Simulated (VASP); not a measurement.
Input of a VASP 6.6.1 run:

File INCAR:

```
ALGO = Normal
EDIFF = 1E-6
ENCUT = 520
ISIF = 2
ISMEAR = -1
LASPH = T
LCHARG = T
LELF = T
LREAL = F
LVHAR = T
LWAVE = F
NBANDS = 19
NELM = 80
PREC = Accurate
SIGMA = 0.1
```

Contents of KPOINTS:

```
k-points
0
Gamma
  10 10 13
```

Contents of POSCAR:

```
Os
1.0
    4.1486547507      0.0000000000      0.0000000000
   -2.0743273754      3.5928404057      0.0000000000
    0.0000000000      0.0000000000      2.6058797603
Os
3
Direct
    1.0000000000      0.0000000000      1.0000000000
    0.3333333333      0.6666666667      0.5000000000
    0.6666666667      0.3333333333      0.5000000000
```

Potentials or basis: VASP PAW LDA potentials, release 64 (Os).

Run with:

```sh
$ cat potpaw_LDA.64/Os/POTCAR > POTCAR
$ mpirun -np 1 vasp_std > vasp.out
```

Question: Predict the pressure.

Answer: 44.3 GPa.

Question: Estimate the band gap on the k mesh.

Answer: Zero (bands 12 and 13 overlap by 3.09 eV).

Stress tensor (GPa, compression positive):
```
45.70  0.00  0.00
 0.00 45.70  0.00
 0.00  0.00 41.42
```

Caveat: the cell stands under pressure; spin-orbit coupling is left out, which moves the levels of the heavy elements.
